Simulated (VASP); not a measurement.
# B2F in VASP: single point with PBE

Aim: the single point of B2F with PBE.

Program: VASP 6.6.1. These are calculated values, not measurements. Logs are shortened: lines on timing, memory, paths and dates and some standing lists are left out, and cuts for length are marked.

## Step 1: The cell of the first run

The typed cell holds 3 atoms: a = 2.836 Å, b = 2.836 Å, c = 2.864 Å, α = 90.00°, β = 90.00°, γ = 120.00°.

## Step 2: Single point, PBE

Input file INCAR:

```
SYSTEM = B2F
PREC = Accurate
ENCUT = 600
EDIFF = 1E-6
ISMEAR = -1
SIGMA = 0.0817
LREAL = .FALSE.
LASPH = .TRUE.
NELM = 120
ALGO = Normal
ISIF = 2
LWAVE = .FALSE.
LCHARG = .FALSE.
GGA = PE
NBANDS = 14
GGA_COMPAT = .FALSE.
```

Input file KPOINTS:

```
Automatic mesh
0
G
  14 14 12
  0 0 0
```

Input file POSCAR:

```
B2F
1.0
    2.8359100000      0.0000000000      0.0000000000
   -1.4179550000      2.4559730000      0.0000000000
    0.0000000000      0.0000000000      2.8640810000
F B
1 2
Direct
    0.0000000000      0.0000000000      0.0000000000
    0.3333000000      0.6667000000      0.5000000000
    0.6666000000      0.3333000000      0.5000000000
```

Potentials or basis: VASP PAW PBE potentials, release 64 (F, B).

Launch:

```
> cat potpaw_PBE.64/F/POTCAR potpaw_PBE.64/B/POTCAR > POTCAR
> mpirun -np 1 vasp_std > vasp.out
```

OUTCAR:

```text
SYSTEM = B2F
   PREC = Accurate
   ENCUT = 600
   EDIFF = 1E-6
   ISMEAR = -1
   LREAL = .FALSE.
   LASPH = .TRUE.
   NELM = 120
   ISIF = 2
   GGA = PE

 ion  position               nearest neighbor table
   1  0.000  0.000  0.000-
   2  0.333  0.667  0.500-   3 1.64   3 1.64   3 1.64
   3  0.667  0.333  0.500-   2 1.64   2 1.64   2 1.64

  LATTYP: Found a hexagonal cell.
 ALAT       =     2.8359100000
 C/A-ratio  =     1.0099336721

  Lattice vectors:

 A1 = (   2.8359100000,   0.0000000000,   0.0000000000)
 A2 = (  -1.4179550000,   2.4559730000,   0.0000000000)
 A3 = (   0.0000000000,   0.0000000000,   2.8640810000)

Analysis of symmetry for initial positions (statically):
=====================================================================
 Subroutine PRICEL returns:
 Original cell was already a primitive cell.

 Routine SETGRP: Setting up the symmetry group for a
 hexagonal supercell.

 Subroutine GETGRP returns: Found  4 space group operations
 (whereof  4 operations were pure point group operations)
 out of a pool of 24 trial point group operations.

The static configuration has the point symmetry C_2v.

Analysis of symmetry for dynamics (positions and initial velocities):
=====================================================================
 Subroutine PRICEL returns:
 Original cell was already a primitive cell.

 Routine SETGRP: Setting up the symmetry group for a
 hexagonal supercell.

 Subroutine GETGRP returns: Found  4 space group operations
 (whereof  4 operations were pure point group operations)
 out of a pool of 24 trial point group operations.

The dynamic configuration has the point symmetry C_2v.

 Subroutine INISYM returns: Found  4 space group operations
 (whereof  4 operations are pure point group operations),
 and found     1 'primitive' translations

----------------------------------------------------------------------------------------

                                     Primitive cell

  volume of cell :      19.9481

  direct lattice vectors                    reciprocal lattice vectors
     2.835910000  0.000000000  0.000000000     0.352620499  0.203585300  0.000000000
    -1.417955000  2.455973000  0.000000000     0.000000000  0.407170600  0.000000000
     0.000000000  0.000000000  2.864081000     0.000000000  0.000000000  0.349152136

  length of vectors
     2.835910000  2.835912509  2.864081000     0.407170960  0.407170600  0.349152136

  position of ions in fractional coordinates (direct lattice)
     0.000000000  0.000000000  0.000000000
     0.333300000  0.666700000  0.500000000
     0.666600000  0.333300000  0.500000000

  ion indices of the primitive-cell ions
   primitive index   ion index
                 1           1
                 2           2
                 3           3

----------------------------------------------------------------------------------------

 KPOINTS: Automatic mesh

Automatic generation of k-mesh.
 Grid dimensions read from file:
 generate k-points for:   14   14   12

 Generating k-lattice:

  Cartesian coordinates                     Fractional coordinates (reciprocal lattice)
     0.025187179  0.014541807  0.000000000     0.071428571  0.000000000  0.000000000
     0.000000000  0.029083614  0.000000000     0.000000000  0.071428571  0.000000000
     0.000000000  0.000000000  0.029096011     0.000000000  0.000000000  0.083333333

  Length of vectors
     0.029083640  0.029083614  0.029096011

  Shift w.r.t. Gamma in fractional coordinates (k-lattice)
     0.000000000  0.000000000  0.000000000

 Subroutine IBZKPT returns following result:
 ===========================================

 Found    399 irreducible k-points:

 Following reciprocal coordinates:
            Coordinates               Weight
  0.000000  0.000000  0.000000      1.000000
  0.071429  0.000000  0.000000      4.000000
  0.000000  0.071429  0.000000      2.000000
  0.142857  0.000000  0.000000      4.000000
  0.000000  0.142857  0.000000      2.000000
  0.214286  0.000000  0.000000      4.000000
[... 16 lines left out ...]
 -0.285714  0.214286  0.000000      4.000000
  0.285714  0.071429  0.000000      4.000000
 [... further k-points ...]
   k-points           NKPTS =    399   k-points in BZ     NKDIM =    399   number of bands    NBANDS=     14
   number of dos      NEDOS =    301   number of ions     NIONS =      3
   total plane-waves  NPLWV =  13824
   dimension x,y,z NGX =    24 NGY =   24 NGZ =   24
   dimension x,y,z NGXF=    48 NGYF=   48 NGZF=   48
   ions per type =               1   2
   NGX,Y,Z   is equivalent  to a cutoff of  14.07, 14.07, 13.93 a.u.
   NGXF,Y,Z  is equivalent  to a cutoff of  28.14, 28.14, 27.86 a.u.
 SYSTEM =  B2F
   PREC   = accura    normal or accurate (medium, high low for compatibility)
   ISTART =      0    job   : 0-new  1-cont  2-samecut
   ICHARG =      2    charge: 1-file 2-atom 10-const
   ISPIN  =      1    spin polarized calculation?
   LNONCOLLINEAR =      F non collinear calculations
   LSORBIT =      F    spin-orbit coupling
   LASPH  =      T    aspherical Exc in radial PAW
   ENCUT  =  600.0 eV  44.10 Ry    6.64 a.u.   5.66  5.66  5.72*2*pi/ulx,y,z
   NELM   =    120;   NELMIN=  2; NELMDL= -5     # of ELM steps
   EDIFF  = 0.1E-05   stopping-criterion for ELM
   LREAL  =      F    real-space projection
   EDIFFG = 0.1E-04   stopping-criterion for IOM
   NSW    =      0    number of steps for IOM
   IBRION =     -1    ionic relax: 0-MD 1-quasi-New 2-CG
   NFREE  =      0    steps in history (QN), initial steepest desc. (CG)
   ISIF   =      2    stress and relaxation
   ISYM   =      2    0-nonsym 1-usesym 2-fastsym
   POTIM  = 0.5000    time-step for ionic-motion
   TEBEG  =    0.0;   TEEND  =   0.0 temperature during run
   PSTRESS=    0.0 pullay stress
   NELECT =      13.0000    total number of electrons
   NUPDOWN=      -1.0000    fix difference up-down
   EMIN   =  10.00;   EMAX   =-10.00  energy-range for DOS
   EFERMI =   0.00;   METHOD = LEGACY
   ISMEAR =    -1;   SIGMA  =   0.08  broadening in eV -4-tet -1-fermi 0-gaus
   EFERMI_NEDOS =   21; number of points for ismear=-14 and -15
   IALGO  =     38    algorithm
   IMIX   =      4    mixing-type and parameters
     AMIX     =   0.40;   BMIX     =  1.00
     AMIX_MAG =   1.60;   BMIX_MAG =  1.00
  volume/ion in A,a.u.               =       6.65        44.87
  Fermi-wavevector in a.u.,A,eV,Ry     =   1.419348  2.682178 27.409593  2.014548
  Thomas-Fermi vector in A             =   2.540378
   LORBIT       =      0    0 simple, 1 ext, 2 COOP (PROOUT), +10 PAW based schemes
   GGA     = PE    functional components
   LHFCALC =     F    Hartree Fock is set to
   AEXX    =    0.0000 exact exchange contribution
   IVDW    =     0    specifies the selected vdW correction
   LEPSILON=     F    determine dielectric tensor
   LRPA    =     F    only Hartree local field effects (RPA)
 non-spin polarized calculation
  energy-cutoff  :      600.00
  volume of cell :       19.95
 maximum number of plane-waves:       684
   NGX = 11   NGY = 11   NGZ = 11

 number of electron      13.0000002 magnetization

 Free energy of the ion-electron system (eV)
  ---------------------------------------------------
  ext. energy  EPLUGINS =         0.00000000
  ---------------------------------------------------
  free energy    TOTEN  =       -11.89068409 eV

  energy without entropy =      -11.86150659  energy(sigma->0) =      -11.87609534

 E-fermi :   6.0421     XC(G=0): -12.2812

 val. band max:        6.0344416273   @ k =   0.1429   0.0000   0.2500
 cond. band min:       6.0710523768   @ k =   0.1429   0.0714   0.3333
 fundamental gap:      0.0366107495
 Fermi energy:         6.0420892603

 k-point     1 :       0.0000    0.0000    0.0000
  band No.  band energies     occupation
      1     -19.2750      2.00000
      2      -3.4361      2.00000
      3      -0.7746      2.00000
      4       0.7266      2.00000
      5       0.7269      2.00000
      6       6.8290      0.00013
      7       6.8317      0.00013
      8       9.7933      0.00000
      9      16.0922      0.00000
     10      17.0262      0.00000
     11      17.0298      0.00000
     12      18.1768      0.00000
     13      20.0041      0.00000
     14      31.0581      0.00000

 k-point     2 :       0.0714    0.0000    0.0000
  band No.  band energies     occupation
      1     -19.2415      2.00000
      2      -3.5090      2.00000
      3      -0.7157      2.00000
      4       0.6396      2.00000
      5       0.7119      2.00000
      6       6.6313      0.00147
      7       6.8292      0.00013
      8       9.7639      0.00000
      9      15.8204      0.00000
     10      17.3012      0.00000
     11      17.5253      0.00000
     12      18.3804      0.00000
     13      19.6798      0.00000
     14      31.1418      0.00000

 k-point     3 :       0.0000    0.0714    0.0000
  band No.  band energies     occupation
      1     -19.2415      2.00000
      2      -3.5090      2.00000
      3      -0.7157      2.00000
      4       0.6394      2.00000
      5       0.7121      2.00000
      6       6.6295      0.00151
      7       6.8311      0.00013
      8       9.7639      0.00000
      9      15.8210      0.00000
     10      17.2987      0.00000
     11      17.5263      0.00000
     12      18.3813      0.00000
     13      19.6797      0.00000
     14      31.1418      0.00000

 k-point     4 :       0.1429    0.0000    0.0000
  band No.  band energies     occupation
      1     -19.1458      2.00000
      2      -3.7188      2.00000
      3      -0.5463      2.00000
      4       0.4059      2.00000
      5       0.6682      2.00000
      6       6.1465      0.43588
      7       6.8213      0.00014
      8       9.6851      0.00000
      9      15.4257      0.00000
     10      18.0549      0.00000
     11      18.0948      0.00000
     12      18.7990      0.00000
     13      19.4335      0.00000
     14      31.3270      0.00000

 k-point     5 :       0.0000    0.1429    0.0000
  band No.  band energies     occupation
      1     -19.1459      2.00000
      2      -3.7187      2.00000
      3      -0.5464      2.00000
      4       0.4058      2.00000
      5       0.6682      2.00000
      6       6.1450      0.44191
      7       6.8230      0.00014
      8       9.6852      0.00000
      9      15.4263      0.00000
     10      18.0547      0.00000
     11      18.0923      0.00000
[... 276 lines left out ...]
 k-point    22 :      -0.0714    0.2857    0.0000
  band No.  band energies     occupation
      1     -18.9036      2.00000
      2      -4.2326      2.00000
      3      -0.3224      2.00000
      4      -0.1048      2.00000
      5       0.7475      2.00000
      6       5.3587      1.99953
      7       6.6541      0.00112
      8       9.5346      0.00000
      9      15.0040      0.00000
     10      16.7662      0.00000
     11      18.2696      0.00000
     12      20.7660      0.00000
     13      22.1838      0.00000
     14      29.6041      0.00000

 k-point    23 :      -0.2857    0.2143    0.0000
  band No.  band energies     occupation
      1     -18.9035      2.00000
      2      -4.2328      2.00000
      3      -0.3220      2.00000
      4      -0.1048      2.00000
      5       0.7476      2.00000
      6       5.3596      1.99953
      7       6.6526      0.00114
      8       9.5342      0.00000
      9      15.0034      0.00000
     10      16.7671      0.00000
     11      18.2709      0.00000
     12      20.7661      0.00000
     13      22.1834      0.00000
     14      29.6039      0.00000

 k-point    24 :       0.2857    0.0714    0.0000
  band No.  band energies     occupation
      1     -18.7428      2.00000
      2      -4.5697      2.00000
      3      -0.7211      2.00000
      4       0.1992      2.00000
      5       0.7586      2.00000
      6       4.9973      1.99999
      7       6.5656      0.00329
      8       9.4760      0.00000
      9      14.5047      0.00000
     10      15.5508      0.00000
     11      19.3048      0.00000
     12      22.2982      0.00000
     13      23.9491      0.00000
     14      28.9122      0.00000

 [... further k-points ...]

------------------------ aborting loop because EDIFF is reached ----------------------------------------

  FORCE on cell =-STRESS in cart. coord.  units (eV):
  Direction    XX          YY          ZZ          XY          YZ          ZX
  --------------------------------------------------------------------------------------
  -------------------------------------------------------------------------------------
  Total        8.0209981      8.0304724     13.6899939      0.0000000      0.0000000      0.0000000
  in kB      644.2251384    644.9860888   1099.5437326      0.0000000      0.0000000      0.0000000
  external PRESSURE =     796.2516533 kB  Pullay stress =       0.0000000 kB

 VOLUME and BASIS-vectors are now :
 -----------------------------------------------------------------------------
  energy-cutoff  :      600.00
  volume of cell :       19.95
      direct lattice vectors                 reciprocal lattice vectors
     2.835910000  0.000000000  0.000000000     0.352620499  0.203585300  0.000000000
    -1.417955000  2.455973000  0.000000000     0.000000000  0.407170600  0.000000000
     0.000000000  0.000000000  2.864081000     0.000000000  0.000000000  0.349152136

 POSITION                                       TOTAL-FORCE (eV/Angst)
 -----------------------------------------------------------------------------------
      0.00000      0.00000      0.00000         0.000363      0.000000      0.000000
     -0.00014      1.63740      1.43204        -0.000182     -0.001430      0.000000
      1.41781      0.81858      1.43204        -0.000182      0.001430      0.000000
 -----------------------------------------------------------------------------------
    total drift:                                0.000000      0.000000     -0.000000

  FREE ENERGIE OF THE ION-ELECTRON SYSTEM (eV)
  ---------------------------------------------------
  free  energy   TOTEN  =       -11.8906840898 eV

  energy  without entropy=      -11.8615065947  energy(sigma->0) =      -11.87609534
```

It took 91 s on 1 thread of AMD EPYC 7R43 (Zen 3), shared host; peak memory 0.19 GiB.

Results:

```
Free energy            : -11.8907 eV
Pressure               : 79.6 GPa
Band gap on the k mesh : zero (an odd number of electrons rules out a gap without spin polarisation)
```

Levels at points of the mesh, in eV from the Fermi level:
| k point | band 3 | band 4 | band 5 | band 6 | band 7 | band 8 | band 9 | band 10 | band 11 | band 12 |
| --- | --- | --- | --- | --- | --- | --- | --- | --- | --- | --- |
| (0.00, 0.00, 0.00) | -6.82 | -5.32 | -5.32 | 0.79 | 0.79 | 3.75 | 10.05 | 10.98 | 10.99 | 12.13 |
| (0.50, 0.00, 0.00) | -6.77 | -5.73 | -5.42 | -1.39 | 0.62 | 3.35 | 7.38 | 8.14 | 15.53 | 18.96 |
| (0.00, 0.50, 0.00) | -6.77 | -5.73 | -5.42 | -1.39 | 0.62 | 3.35 | 7.38 | 8.14 | 15.53 | 18.96 |
| (0.00, 0.00, 0.50) | -4.93 | -4.93 | -2.17 | -1.44 | 1.43 | 1.43 | 9.21 | 9.21 | 10.56 | 15.68 |
| (0.50, 0.00, 0.50) | -8.63 | -6.72 | -5.45 | -1.47 | -0.83 | 2.96 | 4.34 | 11.59 | 19.60 | 20.29 |
| (0.00, 0.50, 0.50) | -8.63 | -6.72 | -5.45 | -1.47 | -0.83 | 2.96 | 4.34 | 11.59 | 19.59 | 20.29 |

Caveat: the cell stands under pressure; an odd number of electrons without spin polarisation forces a metal; a magnetic or distorted state may lie lower.
